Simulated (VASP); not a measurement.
Here is a VASP 6.6.1 calculation.

File INCAR:

```
SYSTEM = SrTiO3
  PREC = Accurate
  ENCUT = 520
  EDIFF = 1E-6
  ISMEAR = -1
  SIGMA = 0.1
  LREAL = .FALSE.
  LASPH = .TRUE.
  NELM = 100
  ALGO = Normal
  ISIF = 2
  LWAVE = .FALSE.
  LCHARG = .FALSE.
  GGA = PE
  NBANDS = 28
```

File KPOINTS:

```
Automatic mesh
0
Gamma
  5 5 5
  0.5 0.5 0.5
```

The input POSCAR:

```
SrTiO3
1.0
    3.9363403979      0.0000000000      0.0000000000
    0.0000000000      3.9363403979      0.0000000000
    0.0000000000      0.0000000000      3.9363403979
Sr Ti O
1 1 3
Direct
    0.5000000000      0.5000000000      0.5000000000
    0.0000000000      0.0000000000      0.0000000000
    0.5000000000      0.0000000000      0.0000000000
    0.0000000000      0.5000000000      0.0000000000
    0.0000000000      0.0000000000      0.5000000000
```

Potentials or basis: VASP PAW PBE potentials, release 64 (Sr_sv, Ti_sv, O).

Command:

```console
$ cat potpaw_PBE.64/Sr_sv/POTCAR potpaw_PBE.64/Ti_sv/POTCAR potpaw_PBE.64/O/POTCAR > POTCAR
$ mpirun -np 1 vasp_std > vasp.out
```

Q: Estimate the band gap on the k mesh.

A: 2.17 eV, indirect (least direct gap 2.82 eV).

Q: Predict the pressure.

A: 0.7 GPa.

A k mesh can miss the band edges.
